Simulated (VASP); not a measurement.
A run of VASP 6.6.1:

File INCAR:

```
ALGO = Normal ; EDIFF = 1E-6
ENCUT = 520 ; GGA = PS
ISIF = 2 ; ISMEAR = -1
LASPH = True ; LCHARG = True
LELF = True ; LREAL = Auto
LVHAR = True ; LWAVE = False
NBANDS = 44 ; NELECT = 60.0
NELM = 60 ; PREC = Accurate
SIGMA = 0.05
```

File KPOINTS:

```
Automatic mesh
0
Gamma
  2 2 2
  0.5 0.5 0.5
```

Contents of POSCAR:

```
C14N
1.0
    7.1076060000      0.0000000000      0.0000000000
    0.0000000000      3.5538030000      0.0000000000
    0.0000000000      0.0000000000      3.5538030000
C N
14 1
Direct
    0.9927090000      0.0056900000      0.9837810000
    0.4859580000      0.9195790000      0.0431080000
    0.1192900000      0.2454100000      0.2383310000
    0.2490360000      0.4726160000      0.0222390000
    0.7598450000      0.4465650000      0.9825930000
    0.3662340000      0.7755140000      0.2964560000
    0.9042340000      0.7501240000      0.2258190000
    0.2559320000      0.0097290000      0.5028060000
    0.7569620000      0.9595020000      0.5027640000
    0.3670210000      0.2220970000      0.7673550000
    0.8677580000      0.2175250000      0.7188000000
    0.0126460000      0.5348000000      0.5051850000
    0.1292450000      0.6915760000      0.7645310000
    0.6138400000      0.7748390000      0.7849690000
    0.4940780000      0.4742010000      0.4977380000
```

Potentials or basis: VASP PAW PBE potentials, release 64 (C, N).

Run with:

```bash
$ cat potpaw_PBE.64/C/POTCAR potpaw_PBE.64/N/POTCAR > POTCAR
$ mpirun -np 1 vasp_std > vasp.out
```

Hardware: 1 thread of Intel(R) Xeon(R) Platinum 8259CL CPU @ 2.50GHz (Skylake/Cascade Lake), on a shared host.

Task: How long does it take, and how much memory?

Result: Run time: 29 s on 1 thread of Intel(R) Xeon(R) Platinum 8259CL CPU @ 2.50GHz (Skylake/Cascade Lake), on a shared host, peak memory 0.19 GiB. Counts: scf iterations 15, k points 4.
